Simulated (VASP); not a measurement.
Here is a VASP 6.6.1 calculation.

Contents of INCAR:

```
SYSTEM = Sr
PREC = Accurate ; ENCUT = 520
EDIFF = 1E-6 ; ISMEAR = 0
SIGMA = 0.15 ; LREAL = .False.
LASPH = .True. ; NELM = 60
ALGO = Fast ; ISIF = 2
LWAVE = .False. ; LCHARG = .True.
GGA = PS ; LELF = .True.
LVHAR = .True. ; NBANDS = 17
```

KPOINTS

```
regular mesh
0
Gamma
  15 15 8
  0 0 0
```

File POSCAR:

```
Sr
1.0
    4.1807002141      0.0000000000      0.0000000000
   -2.0903501071      3.6205925910      0.0000000000
    0.0000000000      0.0000000000      6.9442500000
Sr
2
Direct
    0.3333333333      0.6666666667      0.2500000000
    0.6666666667      0.3333333333      0.7500000000
```

Potentials or basis: VASP PAW PBE potentials, release 64 (Sr_sv).

Run with:

```sh
$ cat potpaw_PBE.64/Sr_sv/POTCAR > POTCAR
$ mpirun -np 1 vasp_std > vasp.out
```

(1) Predict the band gap on the k mesh.

(2) Estimate the pressure.

## Answers

(1) zero (bands 10 and 11 overlap by 0.22 eV).

(2) 0.0 GPa.

Caveat: the cell differs from its parent crystal (strain -0.030 along x and y, -0.015 along z); the PAW data sets were made with another functional, which shifts forces and pressure a little.
